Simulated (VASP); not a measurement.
Wanted: the native input for a VASP 6.6.1 run.

* Task: single point
* Functional: BLYP
* Dispersion: D4
* Potentials or basis: VASP PAW PBE potentials, release 64 (Pb_d)
* Cutoff: 520 eV
* k mesh: 9 × 9 × 9
* Occupations: fermi-dirac, width 0.05 eV
* Spin: no spin polarisation
* Dipole correction: no
* Further INCAR settings: ALGO = Normal; EDIFF = 1e-06; NBANDS = 13

The structure of Pb lies in POSCAR:

```
Pb
1.0
    0.0000000000      2.5086384960      2.5086384960
    2.5086384960      0.0000000000      2.5086384960
    2.5086384960      2.5086384960      0.0000000000
Pb
1
Direct
    0.0000000000      0.0000000000      0.0000000000
```

One way to write it, as run:

INCAR

```
SYSTEM = Pb
PREC     = Accurate       ! precision mode
ENCUT    = 520            ! plane-wave cutoff, eV
EDIFF    = 1E-6           ! SCF threshold, eV
ISMEAR   = -1             ! smearing method
SIGMA    = 0.05           ! smearing width, eV
LREAL    = .False.        ! projectors in reciprocal space
LASPH    = .True.         ! aspherical terms in the spheres
NELM     = 60             ! most SCF steps
ALGO     = Normal         ! electronic algorithm
ISIF     = 2              ! what is computed and relaxed
LWAVE    = .False.        ! write WAVECAR
LCHARG   = .False.        ! write CHGCAR
GGA      = B5             ! functional
ALDAX    = 1.0          
AGGAX    = 1.0          
AGGAC    = 1.0          
ALDAC    = 0.0          
IVDW     = 13             ! dispersion correction
VDW_S6   = 1.0          
VDW_S8   = 2.34076671   
VDW_A1   = 0.44488865   
VDW_A2   = 4.0933009    
NBANDS   = 13             ! bands
```

KPOINTS

```
regular mesh
0
Gamma
  9 9 9
  0 0 0
```

Potentials or basis: VASP PAW PBE potentials, release 64 (Pb_d).

Run with:

```bash
$ cat potpaw_PBE.64/Pb_d/POTCAR > POTCAR
$ mpirun -np 1 vasp_std > vasp.out
```

It gave:

```json
{
  "Pressure": "0.1 GPa",
  "Band gap on the k mesh": "zero (band 7 reaches 14.24 eV, above the bottom of band 8 at 5.90 eV)",
  "Dispersion energy per atom": "-0.760 eV"
}
```

Caveat: the PAW data sets were made with another functional, which shifts forces and pressure a little; spin-orbit coupling is left out, which moves the levels of the heavy elements; pairwise dispersion overbinds metals, which lowers pressure and volume.

Run time: 34 s on 1 thread of AMD EPYC 7571, with other jobs on the host, peak memory 0.12 GiB.
